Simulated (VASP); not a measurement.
# Mg27NO26 (a cell with a defect) in VASP: electric field gradients with PBE

Aim: the electric field gradients of Mg27NO26 (a cell with a defect) with PBE.

Everything below comes from runs of VASP 6.6.1. Logs are shortened: lines on timing, memory, paths and dates and some standing lists are left out, and cuts for length are marked.

## (1) The cell of the first run

The cell holds a defect, 54 atoms: a = 8.946 Å, b = 8.946 Å, c = 8.946 Å, α = 60.00°, β = 60.00°, γ = 60.00°.

## (2) Electric field gradients, PBE

Contents of INCAR:

```
SYSTEM = Mg27NO26
PREC = Accurate
ENCUT = 520
EDIFF = 1E-8
ISMEAR = -1
SIGMA = 0.01
LREAL = Auto
LASPH = .TRUE.
NELM = 100
ALGO = Normal
ISIF = 2
LWAVE = .FALSE.
LCHARG = .FALSE.
GGA = PE
LEFG = .TRUE.
NELECT = 216.0
NBANDS = 140
```

Contents of KPOINTS:

```
Automatic mesh
0
G
  3 3 3
  0 0 0
```

Contents of POSCAR:

```
Mg27NO26
1.0
    0.0000000000      6.3255000000      6.3255000000
    6.3255000000      0.0000000000      6.3255000000
    6.3255000000      6.3255000000      0.0000000000
Mg N O
27 1 26
Direct
    0.0000000000      0.0000000000      0.0000000000
    0.0000000000      0.0000000000      0.3333333333
    0.0000000000      0.0000000000      0.6666666667
    0.0000000000      0.3333333333      0.0000000000
    0.0000000000      0.3333333333      0.3333333333
    0.0000000000      0.3333333333      0.6666666667
    0.0000000000      0.6666666667      0.0000000000
    0.0000000000      0.6666666667      0.3333333333
    0.0000000000      0.6666666667      0.6666666667
    0.3333333333      0.0000000000      0.0000000000
    0.3333333333      0.0000000000      0.3333333333
    0.3333333333      0.0000000000      0.6666666667
    0.3333333333      0.3333333333      0.0000000000
    0.3333333333      0.3333333333      0.3333333333
    0.3333333333      0.3333333333      0.6666666667
    0.3333333333      0.6666666667      0.0000000000
    0.3333333333      0.6666666667      0.3333333333
    0.3333333333      0.6666666667      0.6666666667
    0.6666666667      0.0000000000      0.0000000000
    0.6666666667      0.0000000000      0.3333333333
    0.6666666667      0.0000000000      0.6666666667
    0.6666666667      0.3333333333      0.0000000000
    0.6666666667      0.3333333333      0.3333333333
    0.6666666667      0.3333333333      0.6666666667
    0.6666666667      0.6666666667      0.0000000000
    0.6666666667      0.6666666667      0.3333333333
    0.6666666667      0.6666666667      0.6666666667
    0.1666666667      0.1666666667      0.1666666667
    0.1666666667      0.1666666667      0.5000000000
    0.1666666667      0.1666666667      0.8333333333
    0.1666666667      0.5000000000      0.1666666667
    0.1666666667      0.5000000000      0.5000000000
    0.1666666667      0.5000000000      0.8333333333
    0.1666666667      0.8333333333      0.1666666667
    0.1666666667      0.8333333333      0.5000000000
    0.1666666667      0.8333333333      0.8333333333
    0.5000000000      0.1666666667      0.1666666667
    0.5000000000      0.1666666667      0.5000000000
    0.5000000000      0.1666666667      0.8333333333
    0.5000000000      0.5000000000      0.1666666667
    0.5000000000      0.5000000000      0.5000000000
    0.5000000000      0.5000000000      0.8333333333
    0.5000000000      0.8333333333      0.1666666667
    0.5000000000      0.8333333333      0.5000000000
    0.5000000000      0.8333333333      0.8333333333
    0.8333333333      0.1666666667      0.1666666667
    0.8333333333      0.1666666667      0.5000000000
    0.8333333333      0.1666666667      0.8333333333
    0.8333333333      0.5000000000      0.1666666667
    0.8333333333      0.5000000000      0.5000000000
    0.8333333333      0.5000000000      0.8333333333
    0.8333333333      0.8333333333      0.1666666667
    0.8333333333      0.8333333333      0.5000000000
    0.8333333333      0.8333333333      0.8333333333
```

Potentials or basis: VASP PAW PBE potentials, release 64 (Mg, N, O).

On the command line:

```sh
$ cat potpaw_PBE.64/Mg/POTCAR potpaw_PBE.64/N/POTCAR potpaw_PBE.64/O/POTCAR > POTCAR
$ mpirun -np 1 vasp_std > vasp.out
```

OUTCAR:

```text
SYSTEM = Mg27NO26
   PREC = Accurate
   ENCUT = 520
   EDIFF = 1E-8
   ISMEAR = -1
   LREAL = Auto
   LASPH = .TRUE.
   NELM = 100
   ISIF = 2
   GGA = PE
   NELECT = 216.0

 ion  position               nearest neighbor table
   1  0.000  0.000  0.000-  30 2.11  34 2.11  36 2.11  46 2.11  48 2.11  52 2.11  10 2.98  12 2.98
                            16 2.98  19 2.98  20 2.98  22 2.98   2 2.98   3 2.98   4 2.98   6 2.98
   2  0.000  0.000  0.333-  34 2.11  46 2.11  35 2.11  28 2.11  47 2.11  53 2.11  17 2.98  20 2.98
                            23 2.98   1 2.98   4 2.98   5 2.98   8 2.98  10 2.98  11 2.98  21 2.98
   3  0.000  0.000  0.667-  36 2.11  48 2.11  29 2.11  47 2.11  35 2.11  54 2.11  19 2.98  21 2.98
                            24 2.98   1 2.98   6 2.98   7 2.98   9 2.98  12 2.98  18 2.98  11 2.98
   4  0.000  0.333  0.000-  30 2.11  46 2.11  33 2.11  28 2.11  49 2.11  51 2.11  15 2.98  22 2.98
                            23 2.98   1 2.98   2 2.98   5 2.98   6 2.98  10 2.98  13 2.98   9 2.98
   5  0.000  0.333  0.333-  28 2.11  47 2.11  49 2.11  29 2.11  31 2.11  50 2.11   2 2.98   4 2.98
                            11 2.98  13 2.98  14 2.98  23 2.98  24 2.98  26 2.98   3 2.98   7 2.98
   6  0.000  0.333  0.667-  29 2.11  30 2.11  48 2.11  51 2.11  50 2.11  32 2.11  24 2.98   1 2.98
                             3 2.98   4 2.98  12 2.98  15 2.98  22 2.98  14 2.98  27 2.98   5 2.98
   7  0.000  0.667  0.000-  36 2.11  52 2.11  31 2.11  49 2.11  33 2.11  54 2.11  19 2.98  25 2.98
                            26 2.98   1 2.98   3 2.98   8 2.98   9 2.98  16 2.98  18 2.98  13 2.98
   8  0.000  0.667  0.333-  31 2.11  34 2.11  52 2.11  53 2.11  32 2.11  50 2.11  26 2.98   1 2.98
                             2 2.98   7 2.98  16 2.98  17 2.98  20 2.98  14 2.98  27 2.98   6 2.98
   9  0.000  0.667  0.667-  54 2.11  35 2.11  33 2.11  51 2.11  53 2.11  32 2.11   3 2.98   7 2.98
[... 62 lines left out ...]
  53  0.833  0.833  0.500-  27 2.11  20 2.11   8 2.11   2 2.11  21 2.11   9 2.11
  54  0.833  0.833  0.833-   9 2.11  21 2.11  25 2.11  19 2.11   7 2.11   3 2.11

  LATTYP: Found a face centered cubic cell.
 ALAT       =    12.6510000000

  Lattice vectors:

 A1 = (   0.0000000000,   6.3255000000,   6.3255000000)
 A2 = (   6.3255000000,   0.0000000000,   6.3255000000)
 A3 = (   6.3255000000,   6.3255000000,   0.0000000000)

Analysis of symmetry for initial positions (statically):
=====================================================================
 Subroutine PRICEL returns:
 Original cell was already a primitive cell.

 Routine SETGRP: Setting up the symmetry group for a
 face centered cubic supercell.

 Subroutine GETGRP returns: Found 48 space group operations
 (whereof  6 operations were pure point group operations)
 out of a pool of 48 trial point group operations.

The static configuration has the point symmetry C_3v.
 The point group associated with its full space group is O_h .

Analysis of symmetry for dynamics (positions and initial velocities):
=====================================================================
 Subroutine PRICEL returns:
 Original cell was already a primitive cell.

 Routine SETGRP: Setting up the symmetry group for a
 face centered cubic supercell.

 Subroutine GETGRP returns: Found 48 space group operations
 (whereof  6 operations were pure point group operations)
 out of a pool of 48 trial point group operations.

The dynamic configuration has the point symmetry C_3v.
 The point group associated with its full space group is O_h .

 Subroutine INISYM returns: Found 48 space group operations
 (whereof  6 operations are pure point group operations),
 and found     1 'primitive' translations

----------------------------------------------------------------------------------------

                                     Primitive cell

  volume of cell :     506.1912

  direct lattice vectors                    reciprocal lattice vectors
     0.000000000  6.325500000  6.325500000    -0.079045135  0.079045135  0.079045135
     6.325500000  0.000000000  6.325500000     0.079045135 -0.079045135  0.079045135
     6.325500000  6.325500000  0.000000000     0.079045135  0.079045135 -0.079045135

  length of vectors
     8.945607889  8.945607889  8.945607889     0.136910190  0.136910190  0.136910190

  position of ions in fractional coordinates (direct lattice)
     0.000000000  0.000000000  0.000000000
[... 181 lines left out ...]
     AMIX_MAG =   1.60;   BMIX_MAG =  1.00
  volume/ion in A,a.u.               =       9.37        63.26
  Fermi-wavevector in a.u.,A,eV,Ry     =   1.232503  2.329092 20.668107  1.519063
  Thomas-Fermi vector in A             =   2.367270
   LORBIT       =      0    0 simple, 1 ext, 2 COOP (PROOUT), +10 PAW based schemes
   GGA     = PE    functional components
   LHFCALC =     F    Hartree Fock is set to
   AEXX    =    0.0000 exact exchange contribution
   IVDW    =     0    specifies the selected vdW correction
   LEPSILON=     F    determine dielectric tensor
   LRPA    =     F    only Hartree local field effects (RPA)
 non-spin polarized calculation
  energy-cutoff  :      520.00
  volume of cell :      506.19
 maximum number of plane-waves:     13666
 NGX is ok and might be reduce to    70
   NGX = 33   NGY = 33   NGZ = 33

 number of electron     216.0000001 magnetization

 Free energy of the ion-electron system (eV)
  ---------------------------------------------------
  ext. energy  EPLUGINS =         0.00000000
  ---------------------------------------------------
  free energy    TOTEN  =      -314.16223074 eV

  energy without entropy =     -314.16223074  energy(sigma->0) =     -314.16223074

 E-fermi :   5.7289     XC(G=0): -11.0983

 val. band max:        5.4724504871   @ k =   0.0000   0.0000   0.0000
 cond. band min:       7.8576225937   @ k =   0.0000   0.0000   0.0000
 fundamental gap:      2.3851721066
 Fermi energy:         5.7288625909

 k-point     1 :       0.0000    0.0000    0.0000
  band No.  band energies     occupation
      1     -14.1938      2.00000
      2     -13.4252      2.00000
      3     -13.3834      2.00000
      4     -13.3834      2.00000
      5     -13.3834      2.00000
      6     -13.2951      2.00000
[... 481 lines left out ...]
    119      12.0776      0.00000
    120      12.2639      0.00000
 [bands above 120 left out]

------------------------ aborting loop because EDIFF is reached ----------------------------------------

  FORCE on cell =-STRESS in cart. coord.  units (eV):
  Direction    XX          YY          ZZ          XY          YZ          ZX
  --------------------------------------------------------------------------------------
  -------------------------------------------------------------------------------------
  Total       21.7143119     21.7143119     21.7143119      0.0000000      0.0000000      0.0000000
  in kB       68.7293250     68.7293250     68.7293250      0.0000000      0.0000000      0.0000000
  external PRESSURE =      68.7293250 kB  Pullay stress =       0.0000000 kB

 VOLUME and BASIS-vectors are now :
 -----------------------------------------------------------------------------
  energy-cutoff  :      520.00
  volume of cell :      506.19
      direct lattice vectors                 reciprocal lattice vectors
     0.000000000  6.325500000  6.325500000    -0.079045135  0.079045135  0.079045135
     6.325500000  0.000000000  6.325500000     0.079045135 -0.079045135  0.079045135
     6.325500000  6.325500000  0.000000000     0.079045135  0.079045135 -0.079045135

 POSITION                                       TOTAL-FORCE (eV/Angst)
 -----------------------------------------------------------------------------------
      0.00000      0.00000      0.00000         0.232917      0.232917      0.232917
      2.10850      2.10850      0.00000        -0.000000     -0.000000      1.352121
      4.21700      4.21700      0.00000        -0.232917     -0.232917      0.232917
      2.10850      0.00000      2.10850        -0.000000      1.352121     -0.000000
      4.21700      2.10850      2.10850        -1.352121     -0.000000     -0.000000
      6.32550      4.21700      2.10850        -0.196598      0.196598     -0.000000
[... 46 lines left out ...]
      8.43400      8.43400     10.54250        -0.000000     -0.000000     -0.215006
     10.54250     10.54250     10.54250        -0.014203     -0.014203     -0.014203
 -----------------------------------------------------------------------------------
    total drift:                                0.000018      0.000018      0.000018

  FREE ENERGIE OF THE ION-ELECTRON SYSTEM (eV)
  ---------------------------------------------------
  free  energy   TOTEN  =      -314.1622307445 eV

  energy  without entropy=     -314.1622307445  energy(sigma->0) =     -314.16223074

 Electric field gradients (V/A^2)
---------------------------------------------------------------------
 ion       V_xx      V_yy      V_zz      V_xy      V_xz      V_yz
---------------------------------------------------------------------
   1       0.000     0.000     0.000     0.165     0.165     0.165
   2       6.178     6.178   -12.357     0.000     0.000     0.000
   3      -0.000    -0.000     0.000     0.165    -0.165    -0.165
   4       6.178   -12.357     6.178     0.000     0.000     0.000
   5     -12.357     6.178     6.178     0.000     0.000     0.000
   6      -0.481    -0.481     0.962     0.352     0.000     0.000
[... 46 lines left out ...]
  53       0.714     0.714    -1.427     0.000    -0.002    -0.002
  54      -0.000    -0.000    -0.000     1.625     1.625     1.625
---------------------------------------------------------------------

 Electric field gradients after diagonalization (V/A^2)
 (convention: |V_zz| > |V_xx| > |V_yy|)
----------------------------------------------------------------------
 ion       V_xx      V_yy      V_zz     asymmetry (V_yy - V_xx)/ V_zz
----------------------------------------------------------------------
   1      -0.165    -0.165     0.330       0.000
   2       6.178     6.178   -12.357       0.000
   3      -0.165    -0.165     0.330       0.000
   4       6.178     6.178   -12.357       0.000
   5       6.178     6.178   -12.357       0.000
   6      -0.833    -0.129     0.962       0.731
[... 46 lines left out ...]
  53       0.714     0.713    -1.427       0.000
  54      -1.625    -1.625     3.250       0.000
----------------------------------------------------------------------

           NMR quadrupolar parameters

 Cq : quadrupolar parameter    Cq=e*Q*V_zz/h
 eta: asymmetry parameters     (V_yy - V_xx)/ V_zz
 Q  : nuclear electric quadrupole moment in mb (millibarn)
----------------------------------------------------------------------
 ion       Cq(MHz)       eta       Q (mb)
----------------------------------------------------------------------
   1       0.001       0.000       1.000
   2      -0.030       0.000       1.000
   3       0.001       0.000       1.000
   4      -0.030       0.000       1.000
   5      -0.030       0.000       1.000
   6       0.002       0.731       1.000
[... 46 lines left out ...]
  53      -0.003       0.000       1.000
  54       0.008       0.000       1.000
----------------------------------------------------------------------
```

Run time: 18 min. Hardware: 1 thread of Intel Xeon Platinum 8259CL at 2.50GHz (Skylake/Cascade Lake), shared host; peak memory 0.79 GiB.

Results:

```yaml
Free_energy: -314.1622 eV
Largest_force: 1.352 eV/Å
Largest_electric_field_gradient_by_atom: Mg +0.3, -12.4, +1.0, -0.0 (each value once); N -0.0; O -12.9, +3.3, +3.2, -1.4 (each value once) V/Å²
```

Forces in eV/Å, atoms in the order of the input:
```
Mg   0.233  0.233  0.233
Mg   0.000  0.000  1.352
Mg  -0.233 -0.233  0.233
Mg   0.000  1.352  0.000
Mg  -1.352  0.000  0.000
Mg  -0.197  0.197  0.000
Mg  -0.233  0.233 -0.233
Mg  -0.197  0.000  0.197
Mg   0.000  0.197  0.197
Mg   1.352  0.000  0.000
Mg   0.000 -1.352  0.000
Mg   0.197 -0.197  0.000
Mg   0.000  0.000 -1.352
Mg  -0.233 -0.233 -0.233
Mg   0.233  0.233 -0.233
Mg   0.197  0.000 -0.197
Mg   0.233 -0.233  0.233
Mg   0.000 -0.197 -0.197
Mg   0.233 -0.233 -0.233
Mg   0.000 -0.197  0.197
Mg   0.197  0.000  0.197
Mg   0.000  0.197 -0.197
Mg  -0.233  0.233  0.233
Mg  -0.197  0.000 -0.197
Mg   0.197  0.197  0.000
Mg  -0.197 -0.197  0.000
Mg   0.000  0.000  0.000
N    0.000  0.000  0.000
O    0.631  0.631  0.000
O   -0.631 -0.631  0.000
O    0.631  0.000  0.631
O    0.014 -0.014 -0.014
O    0.000 -0.631  0.631
O   -0.631  0.000 -0.631
O    0.000  0.631 -0.631
O   -0.014  0.014  0.014
O    0.000  0.631  0.631
O   -0.014  0.014 -0.014
O   -0.631  0.000  0.631
O   -0.014 -0.014  0.014
O    0.014  0.014  0.014
O    0.000  0.000  0.215
O   -0.631  0.631  0.000
O    0.000  0.215  0.000
O   -0.215  0.000  0.000
O    0.000 -0.631 -0.631
O    0.631  0.000 -0.631
O    0.014 -0.014  0.014
O    0.631 -0.631  0.000
O    0.215  0.000  0.000
O    0.000 -0.215  0.000
O    0.014  0.014 -0.014
O    0.000  0.000 -0.215
O   -0.014 -0.014 -0.014
```

Levels at points of the mesh, in eV from the Fermi level:
```tsv
k point	band 106	band 107	band 108	band 109	band 110	band 111
(0.00, 0.00, 0.00)	-0.26	-0.26	-0.26	2.13	4.86	4.96
```

Electric field gradients, principal values (V/Å²):
| atom | least | middle | greatest (by size) |
| --- | --- | --- | --- |
| 1 Mg | -0.165 | -0.165 | 0.330 |
| 2 Mg | 6.178 | 6.178 | -12.357 |
| 3 Mg | -0.165 | -0.165 | 0.330 |
| 4 Mg | 6.178 | 6.178 | -12.357 |
| 5 Mg | 6.178 | 6.178 | -12.357 |
| 6 Mg | -0.129 | -0.833 | 0.962 |
| 7 Mg | -0.165 | -0.165 | 0.330 |
| 8 Mg | -0.129 | -0.833 | 0.962 |
| 9 Mg | -0.129 | -0.833 | 0.962 |
| 10 Mg | 6.178 | 6.178 | -12.357 |
| 11 Mg | 6.178 | 6.178 | -12.357 |
| 12 Mg | -0.129 | -0.833 | 0.962 |
| 13 Mg | 6.178 | 6.178 | -12.357 |
| 14 Mg | -0.165 | -0.165 | 0.330 |
| 15 Mg | -0.165 | -0.165 | 0.330 |
| 16 Mg | -0.129 | -0.833 | 0.962 |
| 17 Mg | -0.165 | -0.165 | 0.330 |
| 18 Mg | -0.129 | -0.833 | 0.962 |
| 19 Mg | -0.165 | -0.165 | 0.330 |
| 20 Mg | -0.129 | -0.833 | 0.962 |
| 21 Mg | -0.129 | -0.833 | 0.962 |
| 22 Mg | -0.129 | -0.833 | 0.962 |
| 23 Mg | -0.165 | -0.165 | 0.330 |
| 24 Mg | -0.129 | -0.833 | 0.962 |
| 25 Mg | -0.129 | -0.833 | 0.962 |
| 26 Mg | -0.129 | -0.833 | 0.962 |
| 27 Mg | 0.000 | 0.000 | 0.000 |
| 28 N | 0.000 | 0.000 | -0.001 |
| 29 O | 5.658 | 7.225 | -12.883 |
| 30 O | 5.656 | 7.227 | -12.883 |
| 31 O | 5.658 | 7.225 | -12.883 |
| 32 O | -1.622 | -1.629 | 3.251 |
| 33 O | 5.656 | 7.224 | -12.880 |
| 34 O | 5.656 | 7.227 | -12.883 |
| 35 O | 5.656 | 7.224 | -12.880 |
| 36 O | -1.625 | -1.627 | 3.252 |
| 37 O | 5.658 | 7.225 | -12.883 |
| 38 O | -1.622 | -1.629 | 3.251 |
| 39 O | 5.656 | 7.224 | -12.880 |
| 40 O | -1.622 | -1.629 | 3.251 |
| 41 O | -1.623 | -1.623 | 3.246 |
| 42 O | 0.711 | 0.718 | -1.430 |
| 43 O | 5.656 | 7.224 | -12.880 |
| 44 O | 0.711 | 0.718 | -1.430 |
| 45 O | 0.713 | 0.714 | -1.427 |
| 46 O | 5.656 | 7.227 | -12.883 |
| 47 O | 5.656 | 7.224 | -12.880 |
| 48 O | -1.625 | -1.627 | 3.252 |
| 49 O | 5.656 | 7.224 | -12.880 |
| 50 O | 0.711 | 0.718 | -1.430 |
| 51 O | 0.713 | 0.714 | -1.427 |
| 52 O | -1.625 | -1.627 | 3.252 |
| 53 O | 0.713 | 0.714 | -1.427 |
| 54 O | -1.625 | -1.625 | 3.250 |

Caveat: the cell carries a net charge on a neutralising background, which shifts energy and pressure; the cell is charged against a uniform background, so pressure and absolute levels hang on convention; without QUAD_EFG the Cq values of the log hold for a quadrupole moment of 1 mb, not for the nuclei.
